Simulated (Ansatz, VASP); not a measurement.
Sc: VASP beside Ansatz

The input INCAR:

```
SYSTEM = Sc
PREC = Accurate
ENCUT = 520
EDIFF = 1E-6
ISMEAR = 0
SIGMA = 0.1
LREAL = Auto
LASPH = .True.
NELM = 80
ALGO = Normal
ISIF = 2
LWAVE = .False.
LCHARG = .False.
LDIPOL = .True.
IDIPOL = 3
DIPOL = 0.5 0.5 0.306
GGA = PE
NBANDS = 102
```

The input KPOINTS:

```
Automatic mesh
0
Gamma
  6 6 1
  0 0 0
```

File POSCAR:

```
Sc
1.0
    6.6389479791      0.0000000000      0.0000000000
   -3.3194739895      5.7494976043      0.0000000000
    0.0000000000      0.0000000000     25.6851185056
Sc
16
Direct
    0.3333333333      0.1666666667      0.1557321995
    0.3333333333      0.6666666667      0.1557321995
    0.8333333333      0.1666666667      0.1557321995
    0.8333333333      0.6666666667      0.1557321995
    0.1666666667      0.3333333333      0.2562305076
    0.1666666667      0.8333333333      0.2562305076
    0.6666666667      0.3333333333      0.2562305076
    0.6666666667      0.8333333333      0.2562305076
    0.3333333333      0.1666666667      0.3576974520
    0.3333333333      0.6666666667      0.3576974520
    0.8333333333      0.1666666667      0.3576974520
    0.8333333333      0.6666666667      0.3576974520
    0.1666666667      0.3333333333      0.4549373017
    0.1666666667      0.8333333333      0.4549373017
    0.6666666667      0.3333333333      0.4549373017
    0.6666666667      0.8333333333      0.4549373017
```

Input for Ansatz:

```yaml
crystal:
  lattice:
    - [6.6389479791, 0.0, 0.0]
    - [-3.3194739895, 5.7494976043, 0.0]
    - [0.0, 0.0, 25.6851185056]
  atoms:
    - { symbol: Sc, position: [0.3333333333, 0.1666666667, 0.1557321995] }
    - { symbol: Sc, position: [0.3333333333, 0.6666666667, 0.1557321995] }
    - { symbol: Sc, position: [0.8333333333, 0.1666666667, 0.1557321995] }
    - { symbol: Sc, position: [0.8333333333, 0.6666666667, 0.1557321995] }
    - { symbol: Sc, position: [0.1666666667, 0.3333333333, 0.2562305076] }
    - { symbol: Sc, position: [0.1666666667, 0.8333333333, 0.2562305076] }
    - { symbol: Sc, position: [0.6666666667, 0.3333333333, 0.2562305076] }
    - { symbol: Sc, position: [0.6666666667, 0.8333333333, 0.2562305076] }
    - { symbol: Sc, position: [0.3333333333, 0.1666666667, 0.357697452] }
    - { symbol: Sc, position: [0.3333333333, 0.6666666667, 0.357697452] }
    - { symbol: Sc, position: [0.8333333333, 0.1666666667, 0.357697452] }
    - { symbol: Sc, position: [0.8333333333, 0.6666666667, 0.357697452] }
    - { symbol: Sc, position: [0.1666666667, 0.3333333333, 0.4549373017] }
    - { symbol: Sc, position: [0.1666666667, 0.8333333333, 0.4549373017] }
    - { symbol: Sc, position: [0.6666666667, 0.3333333333, 0.4549373017] }
    - { symbol: Sc, position: [0.6666666667, 0.8333333333, 0.4549373017] }
basis:
  ecutwfc: 420
kpoints:
  mp_grid: { grid: [6, 6, 1] }
hamiltonian:
  xc: pbe
scf:
  occupations: { method: gaussian, width: 0.1 }
output:
  forces: true
  eigenvalues: true
  write_density: true
  write_potential: true
  elf: true
  volumetric_format: npy
efield:
  axis: 3
  dipole_correction: true
  ramp_width: 0.04
```

Alike in both runs: task single point; functional PBE; k mesh 6 × 6 × 1; occupations gaussian, width 0.1 eV; no spin polarisation.

```csv
,VASP,Ansatz
version,VASP 6.6.1,Ansatz 0.2.0
potentials or method,"VASP PAW PBE potentials, release 64 (Sc_sv), cutoff 520 eV","scalar-relativistic, plane waves, PAW"
valence electrons in the cell,176,176
```

|  | VASP | Ansatz | Ansatz less VASP |
| --- | --- | --- | --- |
| gap on the k mesh at the Fermi level (eV) | none | none | - |
| rms of the force components (eV/Å) | 0.063 | 0.065 | +0.0014 |

Atom by atom the forces differ by 0.004 eV/Å (rms over components). A gap of «none» marks a metal or a gap that the smearing closes. Ansatz's warnings: xc potential rough in thin density.
